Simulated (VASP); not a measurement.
# Na (P6/mmm) in VASP: single point with r2SCAN

Aim: the single point of Na with r2SCAN.

Everything below comes from runs of VASP 6.6.1. Logs are shortened: lines on timing, memory, paths and dates and some standing lists are left out, and cuts for length are marked.

**1. The cell of the first run**

The structure is hexagonal, space group P6/mmm (No. 191). Conventional cell: a = 6.021 Å, b = 6.021 Å, c = 3.634 Å, α = 90.00°, β = 90.00°, γ = 120.00°. Na (site symmetry 6/mmm) has 14 Na at 3.63 to 3.92 Å within 4.8 Å. Within 4.6 Å of Na (site symmetry -6m2) lie 11 Na at 3.48 to 3.92 Å.

**2. Single point, r2SCAN**

Contents of POSCAR:

```
Na
1.0
    6.0209705062      0.0000000000      0.0000000000
   -3.0104852531      5.2143134138      0.0000000000
    0.0000000000      0.0000000000      3.6343568927
Na
3
Direct
    0.0000000000      0.0000000000      0.0000000000
    0.3333333333      0.6666666667      0.5000000000
    0.6666666667      0.3333333333      0.5000000000
```

Contents of INCAR.step1:

```
ALGO = Normal
EDIFF = 1E-4
ENCUT = 520
GGA = PE
ISMEAR = 0
LASPH = True
LCHARG = False
LREAL = False
LWAVE = True
NBANDS = 18
NELM = 60
PREC = Accurate
SIGMA = 0.1
```

Contents of INCAR.step2:

```
ALGO = Normal
EDIFF = 1E-6
ENCUT = 520
ISIF = 2
ISMEAR = 0
ISTART = 1
LASPH = True
LCHARG = False
LMIXTAU = True
LREAL = False
LWAVE = False
METAGGA = R2SCAN
NBANDS = 18
NELM = 60
PREC = Accurate
SIGMA = 0.1
```

Contents of KPOINTS:

```
k-points
0
Gamma
  9 9 12
```

Potentials or basis: VASP PAW PBE potentials, release 64 (Na_pv).

The run is started by

```console
cat potpaw_PBE.64/Na_pv/POTCAR > POTCAR
cp INCAR.step1 INCAR
mpirun -np 1 vasp_std > vasp.out
cp INCAR.step2 INCAR
mpirun -np 1 vasp_std > vasp.out
```

OUTCAR:

```text
EDIFF = 1E-6
   ENCUT = 520
   ISIF = 2
   ISMEAR = 0
   ISTART = 1
   LASPH = True
   LREAL = False
   METAGGA = R2SCAN
   NELM = 60
   PREC = Accurate

 ion  position               nearest neighbor table
   1  0.000  0.000  0.000-
   2  0.333  0.667  0.500-
   3  0.667  0.333  0.500-

  LATTYP: Found a hexagonal cell.
 ALAT       =     6.0209705062
 C/A-ratio  =     0.6036164583

  Lattice vectors:

 A1 = (   6.0209705062,   0.0000000000,   0.0000000000)
 A2 = (  -3.0104852531,   5.2143134138,   0.0000000000)
 A3 = (   0.0000000000,   0.0000000000,   3.6343568927)

Analysis of symmetry for initial positions (statically):
=====================================================================
 Subroutine PRICEL returns:
 Original cell was already a primitive cell.

 Routine SETGRP: Setting up the symmetry group for a
 hexagonal supercell.

 Subroutine GETGRP returns: Found 24 space group operations
 (whereof 24 operations were pure point group operations)
 out of a pool of 24 trial point group operations.

The static configuration has the point symmetry D_6h.

Analysis of symmetry for dynamics (positions and initial velocities):
=====================================================================
 Subroutine PRICEL returns:
 Original cell was already a primitive cell.

 Routine SETGRP: Setting up the symmetry group for a
 hexagonal supercell.

 Subroutine GETGRP returns: Found 24 space group operations
 (whereof 24 operations were pure point group operations)
 out of a pool of 24 trial point group operations.

The dynamic configuration has the point symmetry D_6h.

 Subroutine INISYM returns: Found 24 space group operations
 (whereof 24 operations are pure point group operations),
 and found     1 'primitive' translations

----------------------------------------------------------------------------------------

                                     Primitive cell

  volume of cell :     114.1015

  direct lattice vectors                    reciprocal lattice vectors
     6.020970506  0.000000000  0.000000000     0.166086181  0.095889902  0.000000000
    -3.010485253  5.214313414  0.000000000     0.000000000  0.191779803  0.000000000
     0.000000000  0.000000000  3.634356893     0.000000000  0.000000000  0.275151844

  length of vectors
     6.020970506  6.020970506  3.634356893     0.191779803  0.191779803  0.275151844

  position of ions in fractional coordinates (direct lattice)
     0.000000000  0.000000000  0.000000000
     0.333333333  0.666666667  0.500000000
     0.666666667  0.333333333  0.500000000

  ion indices of the primitive-cell ions
   primitive index   ion index
                 1           1
                 2           2
                 3           3

----------------------------------------------------------------------------------------

 KPOINTS: k-points

Automatic generation of k-mesh.
 Grid dimensions read from file:
 generate k-points for:    9    9   12

 Generating k-lattice:

  Cartesian coordinates                     Fractional coordinates (reciprocal lattice)
     0.018454020  0.010654434  0.000000000     0.111111111  0.000000000  0.000000000
     0.000000000  0.021308867  0.000000000     0.000000000  0.111111111  0.000000000
     0.000000000  0.000000000  0.022929320     0.000000000  0.000000000  0.083333333

  Length of vectors
     0.021308867  0.021308867  0.022929320

  Shift w.r.t. Gamma in fractional coordinates (k-lattice)
     0.000000000  0.000000000  0.000000000

 Subroutine IBZKPT returns following result:
 ===========================================

 Found     84 irreducible k-points:

 Following reciprocal coordinates:
            Coordinates               Weight
  0.000000  0.000000  0.000000      1.000000
  0.111111  0.000000  0.000000      6.000000
  0.222222  0.000000  0.000000      6.000000
  0.333333  0.000000  0.000000      6.000000
  0.444444  0.000000  0.000000      6.000000
  0.111111  0.111111  0.000000      6.000000
[... 16 lines left out ...]
  0.333333  0.222222  0.083333     24.000000
  0.333333  0.333333  0.083333      4.000000
 [... further k-points ...]
   k-points           NKPTS =     84   k-points in BZ     NKDIM =     84   number of bands    NBANDS=     18
   number of dos      NEDOS =    301   number of ions     NIONS =      3
   total plane-waves  NPLWV =  64512
   dimension x,y,z NGX =    48 NGY =   48 NGZ =   28
   dimension x,y,z NGXF=    96 NGYF=   96 NGZF=   56
   ions per type =               3
   NGX,Y,Z   is equivalent  to a cutoff of  13.25, 13.25, 12.81 a.u.
   NGXF,Y,Z  is equivalent  to a cutoff of  26.51, 26.51, 25.62 a.u.
 SYSTEM =  unknown system
   PREC   = accura    normal or accurate (medium, high low for compatibility)
   ISTART =      1    job   : 0-new  1-cont  2-samecut
   ICHARG =      0    charge: 1-file 2-atom 10-const
   ISPIN  =      1    spin polarized calculation?
   LNONCOLLINEAR =      F non collinear calculations
   LSORBIT =      F    spin-orbit coupling
   LASPH  =      T    aspherical Exc in radial PAW
   ENCUT  =  520.0 eV  38.22 Ry    6.18 a.u.  11.20 11.20  6.76*2*pi/ulx,y,z
   NELM   =     60;   NELMIN=  2; NELMDL=  0     # of ELM steps
   EDIFF  = 0.1E-05   stopping-criterion for ELM
   LREAL  =      F    real-space projection
   EDIFFG = 0.1E-04   stopping-criterion for IOM
   NSW    =      0    number of steps for IOM
   IBRION =     -1    ionic relax: 0-MD 1-quasi-New 2-CG
   NFREE  =      0    steps in history (QN), initial steepest desc. (CG)
   ISIF   =      2    stress and relaxation
   ISYM   =      2    0-nonsym 1-usesym 2-fastsym
   POTIM  = 0.5000    time-step for ionic-motion
   TEBEG  =    0.0;   TEEND  =   0.0 temperature during run
   PSTRESS=    0.0 pullay stress
   NELECT =      21.0000    total number of electrons
   NUPDOWN=      -1.0000    fix difference up-down
   EMIN   =  10.00;   EMAX   =-10.00  energy-range for DOS
   EFERMI =   0.00;   METHOD = LEGACY
   ISMEAR =     0;   SIGMA  =   0.10  broadening in eV -4-tet -1-fermi 0-gaus
   EFERMI_NEDOS =   21; number of points for ismear=-14 and -15
   IALGO  =     38    algorithm
   IMIX   =      4    mixing-type and parameters
     AMIX     =   0.40;   BMIX     =  1.00
     AMIX_MAG =   1.60;   BMIX_MAG =  1.00
  volume/ion in A,a.u.               =      38.03       256.66
  Fermi-wavevector in a.u.,A,eV,Ry     =   0.931217  1.759745 11.798496  0.867165
  Thomas-Fermi vector in A             =   2.057687
   LORBIT       =      0    0 simple, 1 ext, 2 COOP (PROOUT), +10 PAW based schemes
   METAGGA = R2SCAN    functional components
   LHFCALC =     F    Hartree Fock is set to
   AEXX    =    0.0000 exact exchange contribution
   IVDW    =     0    specifies the selected vdW correction
   LEPSILON=     F    determine dielectric tensor
   LRPA    =     F    only Hartree local field effects (RPA)
 non-spin polarized calculation
 Gauss-broadening in eV      SIGMA  =   0.10
  energy-cutoff  :      520.00
  volume of cell :      114.10
 maximum number of plane-waves:      3134
 NGX is ok and might be reduce to    48
   NGX = 23   NGY = 23   NGZ = 13

 number of electron      21.0000037 magnetization

 Free energy of the ion-electron system (eV)
  ---------------------------------------------------
  ext. energy  EPLUGINS =         0.00000000
  ---------------------------------------------------
  free energy    TOTEN  =       -10.62911772 eV

  energy without entropy =      -10.62107146  energy(sigma->0) =      -10.62509459

 E-fermi :   0.3085     XC(G=0):  -6.8452

 val. band max:        0.3030905333   @ k =   0.3333   0.2222   0.2500
 cond. band min:       0.3169398827   @ k =   0.2222   0.1111   0.1667
 fundamental gap:      0.0138493494
 Fermi energy:         0.3085268258

 k-point     1 :       0.0000    0.0000    0.0000
  band No.  band energies     occupation
      1     -25.8383      2.00000
      2     -25.8381      2.00000
      3     -25.8132      2.00000
      4     -25.8130      2.00000
      5     -25.8079      2.00000
      6     -25.8026      2.00000
[... 10 lines left out ...]
     17       8.8389      0.00000
     18       9.0960      0.00000

 k-point     2 :       0.1111    0.0000    0.0000
  band No.  band energies     occupation
      1     -25.8386      2.00000
      2     -25.8377      2.00000
      3     -25.8135      2.00000
      4     -25.8128      2.00000
      5     -25.8077      2.00000
      6     -25.8027      2.00000
[... 10 lines left out ...]
     17       8.8987      0.00000
     18       9.1570      0.00000

 k-point     3 :       0.2222    0.0000    0.0000
  band No.  band energies     occupation
      1     -25.8395      2.00000
      2     -25.8363      2.00000
      3     -25.8148      2.00000
      4     -25.8120      2.00000
      5     -25.8073      2.00000
      6     -25.8031      2.00000
[... 10 lines left out ...]
     17       9.0784      0.00000
     18       9.2939      0.00000

 k-point     4 :       0.3333    0.0000    0.0000
  band No.  band energies     occupation
      1     -25.8404      2.00000
      2     -25.8341      2.00000
      3     -25.8169      2.00000
      4     -25.8111      2.00000
      5     -25.8067      2.00000
      6     -25.8037      2.00000
[... 375 lines left out ...]
      4     -25.8101      2.00000
      5     -25.8080      2.00000
      6     -25.8056      2.00000
[... 10 lines left out ...]
     17       7.4187      0.00000
     18       8.3874      0.00000

 k-point    23 :       0.3333    0.2222    0.0833
  band No.  band energies     occupation
      1     -25.8411      2.00000
      2     -25.8293      2.00000
      3     -25.8218      2.00000
      4     -25.8095      2.00000
      5     -25.8074      2.00000
      6     -25.8062      2.00000
[... 10 lines left out ...]
     17       8.3585      0.00000
     18       8.7421      0.00000

 k-point    24 :       0.3333    0.3333    0.0833
  band No.  band energies     occupation
      1     -25.8412      2.00000
      2     -25.8257      2.00000
      3     -25.8257      2.00000
      4     -25.8092      2.00000
      5     -25.8068      2.00000
      6     -25.8068      2.00000
[... 10 lines left out ...]
     17       8.4890      0.00000
     18       8.5941      0.00000

 [... further k-points ...]
[... 5 lines left out ...]
  --------------------------------------------------------------------------------------
  -------------------------------------------------------------------------------------
  Total       -0.1087393     -0.1087393     -0.0114021      0.0000000      0.0000000      0.0000000
  in kB       -1.5268831     -1.5268831     -0.1601043      0.0000000      0.0000000      0.0000000
  external PRESSURE =      -1.0712902 kB  Pullay stress =       0.0000000 kB

 VOLUME and BASIS-vectors are now :
 -----------------------------------------------------------------------------
  energy-cutoff  :      520.00
  volume of cell :      114.10
      direct lattice vectors                 reciprocal lattice vectors
     6.020970506  0.000000000  0.000000000     0.166086181  0.095889902  0.000000000
    -3.010485253  5.214313414  0.000000000     0.000000000  0.191779803  0.000000000
     0.000000000  0.000000000  3.634356893     0.000000000  0.000000000  0.275151844

 POSITION                                       TOTAL-FORCE (eV/Angst)
 -----------------------------------------------------------------------------------
      0.00000      0.00000      0.00000         0.000000      0.000000      0.000000
     -0.00000      3.47621      1.81718         0.000000      0.000000     -0.000000
      3.01049      1.73810      1.81718        -0.000000      0.000000      0.000000
 -----------------------------------------------------------------------------------
    total drift:                               -0.000000      0.000000     -0.000000

  FREE ENERGIE OF THE ION-ELECTRON SYSTEM (eV)
  ---------------------------------------------------
  free  energy   TOTEN  =       -10.6291177239 eV

  energy  without entropy=      -10.6210714627  energy(sigma->0) =      -10.62509459
```

It took 5.4 min on 1 thread of Intel Xeon 6975P-C, shared host; peak memory 0.32 GiB.

What came out:

| Item | Value |
| --- | --- |
| Free energy | -10.6291 eV |
| Pressure | -0.1 GPa |

Stress tensor (GPa, compression positive):
```
-0.15  0.00  0.00
 0.00 -0.15  0.00
 0.00  0.00 -0.02
```

Caveat: the PAW data sets were made with another functional, which shifts forces and pressure a little.
